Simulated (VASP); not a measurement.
Cd, 1 atom in the cell. It takes space group R-3m (No. 166, trigonal). The conventional cell has a = 3.289 Å, b = 3.289 Å, c = 7.515 Å, α = 90.00°, β = 90.00°, γ = 120.00°. Cd (site symmetry -3m) has 12 Cd at 3.14 to 3.29 Å within 4.1 Å. 

* Program: VASP 6.6.1
* Task: single point
* Functional: LDA
* Potentials or basis: VASP PAW LDA potentials, release 64 (Cd)
* Cutoff: 520 eV
* k mesh: 9 × 9 × 9
* Occupations: fermi-dirac, width 0.02 eV
* Spin: no spin polarisation
* Dipole correction: no
* Further INCAR settings: ALGO = Normal; EDIFF = 1e-06; NBANDS = 12

Potentials or basis: VASP PAW LDA potentials, release 64 (Cd).

Run with:

```bash
$ cat potpaw_LDA.64/Cd/POTCAR > POTCAR
$ mpirun -np 1 vasp_std > vasp.out
```

Hardware: 1 thread of Intel(R) Xeon(R) Platinum 8488C (Sapphire Rapids), with other jobs on the host.

Problem. Estimate the wall time of this run.

Solution. It took 8.7 s on 1 thread of Intel(R) Xeon(R) Platinum 8488C (Sapphire Rapids) (shared host), peak memory 0.13 GiB. Counts: scf iterations 11, k points 85.
